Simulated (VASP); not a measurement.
A run of VASP 6.6.1 is set up as follows.

Contents of INCAR:

```
  PREC = Accurate
  ENCUT = 520
  EDIFF = 1E-7
  ISMEAR = 0
  SIGMA = 0.1
  LREAL = False
  LASPH = True
  NELM = 80
  ALGO = Fast
  ISIF = 2
  LWAVE = False
  LCHARG = True
  GGA = PE
  LELF = True
  LVHAR = True
  NBANDS = 30
```

File KPOINTS:

```
regular mesh
0
Gamma
  4 4 4
```

Contents of POSCAR:

```
SiIr3Ru
1.0
    4.1278711900      0.0000000000      0.0000000000
    0.0000000000      4.1278711900      0.0000000000
    0.0000000000      0.0000000000      4.1278711900
Si Ru Ir
1 1 3
Direct
    0.0000000000      0.0000000000      0.0000000000
    0.5000000000      0.5000000000      0.5000000000
    0.0000000000      0.5000000000      0.5000000000
    0.5000000000      0.5000000000      0.0000000000
    0.5000000000      0.0000000000      0.5000000000
```

Potentials or basis: VASP PAW PBE potentials, release 64 (Si, Ru_pv, Ir).

Run with:

```bash
$ cat potpaw_PBE.64/Si/POTCAR potpaw_PBE.64/Ru_pv/POTCAR potpaw_PBE.64/Ir/POTCAR > POTCAR
$ mpirun -np 1 vasp_std > vasp.out
```

Question: What does it give for the pressure?

Answer: 126.8 GPa.

Caveat: the k points lie up to 0.38 Å⁻¹ apart.
